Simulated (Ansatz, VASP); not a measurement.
## Two plane-wave programs on C

Contents of INCAR:

```
PREC = Accurate
ENCUT = 520
EDIFF = 1E-6
ISMEAR = 0
SIGMA = 0.05
LREAL = False
LASPH = True
NELM = 60
ALGO = Normal
ISIF = 2
LWAVE = False
LCHARG = False
GGA = PS
NBANDS = 31
```

KPOINTS

```
regular mesh
0
Gamma
  12 12 12
```

The input POSCAR:

```
C
1.0
    1.2158000000      0.7019424573     10.3162177860
   -1.2158000000      0.7019424573     10.3162177860
    0.0000000000     -1.4038849146     10.3162177860
C
10
Direct
    0.0248220069      0.0248220069      0.0248220069
    0.9751779931      0.9751779931      0.9751779931
    0.1086877374      0.1086877374      0.1086877374
    0.8913122626      0.8913122626      0.8913122626
    0.1583652898      0.1583652898      0.1583652898
    0.8416347102      0.8416347102      0.8416347102
    0.3748635523      0.3748635523      0.3748635523
    0.6251364477      0.6251364477      0.6251364477
    0.4253181912      0.4253181912      0.4253181912
    0.5746818088      0.5746818088      0.5746818088
```

Input for Ansatz:

```yaml
crystal:
  lattice:
    - [1.2158, 0.7019424573, 10.316217786]
    - [-1.2158, 0.7019424573, 10.316217786]
    - [0.0, -1.4038849146, 10.316217786]
  atoms:
    - { symbol: C, position: [0.0248220069, 0.0248220069, 0.0248220069] }
    - { symbol: C, position: [0.9751779931, 0.9751779931, 0.9751779931] }
    - { symbol: C, position: [0.1086877374, 0.1086877374, 0.1086877374] }
    - { symbol: C, position: [0.8913122626, 0.8913122626, 0.8913122626] }
    - { symbol: C, position: [0.1583652898, 0.1583652898, 0.1583652898] }
    - { symbol: C, position: [0.8416347102, 0.8416347102, 0.8416347102] }
    - { symbol: C, position: [0.3748635523, 0.3748635523, 0.3748635523] }
    - { symbol: C, position: [0.6251364477, 0.6251364477, 0.6251364477] }
    - { symbol: C, position: [0.4253181912, 0.4253181912, 0.4253181912] }
    - { symbol: C, position: [0.5746818088, 0.5746818088, 0.5746818088] }
basis:
  ecutwfc: 520.0
kpoints:
  mp_grid: { grid: [12, 12, 12] }
hamiltonian:
  xc: pbesol
  pseudopotentials: { kind: paw, azcp: { folder: soft_1 } }
scf:
  occupations: { method: gaussian, width: 0.05 }
output:
  forces: true
  stress: true
  eigenvalues: true
```

Alike in both runs: task single point; functional PBEsol; k mesh 12 × 12 × 12; occupations gaussian, width 0.05 eV; no spin polarisation.

|  | VASP | Ansatz |
| --- | --- | --- |
| version | VASP 6.6.1 | Ansatz 0.2.0 |
| potentials or method | VASP PAW PBE potentials, release 64 (C), cutoff 520 eV | scalar-relativistic, plane waves, PAW |
| valence electrons in the cell | 40 | 40 |

```csv
,VASP,Ansatz,Ansatz less VASP
gap on the k mesh at the Fermi level (eV),4.67,4.68,+0.010
least direct gap on the mesh (eV),4.83,4.83,+0.002
rms of the force components (eV/Å),0.125,0.116,-0.0089
```

VASP's potentials were made for PBE, not for PBEsol, and Ansatz warns of the same on its side. Atom by atom the forces differ by 0.009 eV/Å (rms over components).
